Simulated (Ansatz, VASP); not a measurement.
## One calculation of AlCu3, two programs

The input POSCAR:

```
AlCu3
1.0
    3.5674726886      0.0000000000      0.0000000000
    0.0000000000      3.5674726886      0.0000000000
    0.0000000000      0.0000000000      3.5674726886
Al Cu
1 3
Direct
    0.0000000000      0.0000000000      0.0000000000
    0.5000000000      0.5000000000      0.0000000000
    0.5000000000      0.0000000000      0.5000000000
    0.0000000000      0.5000000000      0.5000000000
```

INCAR.step1

```
SYSTEM = AlCu3
PREC = Accurate
ENCUT = 520
ISMEAR = 0
SIGMA = 0.1
LREAL = .FALSE.
LASPH = .TRUE.
NELM = 60
NBANDS = 26
GGA = PE
ALGO = Normal
EDIFF = 1E-4
LWAVE = .TRUE.
LCHARG = .FALSE.
```

File INCAR.step2:

```
SYSTEM = AlCu3
PREC = Accurate
ENCUT = 520
EDIFF = 1E-6
ISMEAR = 0
SIGMA = 0.1
LREAL = .FALSE.
LASPH = .TRUE.
NELM = 60
ALGO = Normal
ISIF = 2
LWAVE = .FALSE.
LCHARG = .FALSE.
METAGGA = R2SCAN
LMIXTAU = .TRUE.
NBANDS = 26
ISTART = 1
```

File KPOINTS:

```
Automatic mesh
0
G
  12 12 12
  0 0 0
```

Input for Ansatz:

```yaml
crystal:
  lattice:
    - [3.5674726932, 0.0, 0.0]
    - [0.0, 3.5674726932, 0.0]
    - [0.0, 0.0, 3.5674726932]
  atoms:
    - { symbol: Al, position: [0.0, 0.0, 0.0] }
    - { symbol: Cu, position: [0.5, 0.5, 0.0] }
    - { symbol: Cu, position: [0.5, 0.0, 0.5] }
    - { symbol: Cu, position: [0.0, 0.5, 0.5] }
basis:
  ecutwfc: 500
kpoints:
  mp_grid: { grid: [12, 12, 12] }
hamiltonian:
  xc: r2scan
scf:
  occupations: { method: gaussian, width: 0.1 }
output:
  forces: true
  stress: true
  eigenvalues: true
```

Alike in both runs: task single point; functional r2SCAN; k mesh 12 × 12 × 12; occupations gaussian, width 0.1 eV; no spin polarisation.

|  | VASP | Ansatz |
| --- | --- | --- |
| version | VASP 6.6.1 | Ansatz 0.2.0 |
| potentials or method | VASP PAW PBE potentials, release 64 (Al, Cu), cutoff 520 eV | scalar-relativistic, plane waves, PAW |
| valence electrons in the cell | 36 | 60 |

```tsv
	VASP	Ansatz	Ansatz less VASP
gap on the k mesh at the Fermi level (eV)	none	none	-
pressure (GPa)	10.7	10.8	+0.16
```

VASP's potentials were made for PBE, not for r2SCAN. A gap of «none» marks a metal or a gap that the smearing closes. VASP's potentials hold 36 valence electrons a cell and Ansatz's 60, so a difference there can come from the potentials and not from the codes.
